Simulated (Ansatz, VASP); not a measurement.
ZnS: VASP beside Ansatz

```
Zn S
1.0
     3.80580    0.00000    0.00000
    -1.90290    3.29592    0.00000
     0.00000    0.00000    6.23798
Zn S
2 2
Direct
  0.33333 0.66667 0.00014
  0.66667 0.33333 0.50014
  0.33333 0.66667 0.37486
  0.66667 0.33333 0.87486
```

Alike in both runs: functional PBE; k mesh 10 × 10 × 6; occupations fermi-dirac, width 0.01 eV; no spin polarisation.

Ansatz relaxed the structure, and its values are those at the end. VASP's run is a single point on that final structure, the one shown.

|  | VASP | Ansatz |
| --- | --- | --- |
| version | VASP 6.6.1 | Ansatz 0.2.0 |
| potentials or method | VASP PAW PBE potentials, release 64 (Zn, S) | plane-wave PAW, scalar-relativistic |
| plane-wave cutoff (eV) | 520 | 420 |
| valence electrons in the cell | 36 | 36 |

VASP gave:

| Quantity | Value |
| --- | --- |
| gap on the k mesh at the Fermi level (eV) | 2.23 |
| pressure (GPa) | 2.5 |
| rms of the force components (eV/Å) | 0.006 |

Q: Which values does Ansatz return?

A: gap on the k mesh at the Fermi level (eV): 2.22; pressure (GPa): 2.3; rms of the force components (eV/Å): 0.006.

Ansatz's warnings: stress scf threshold loose.
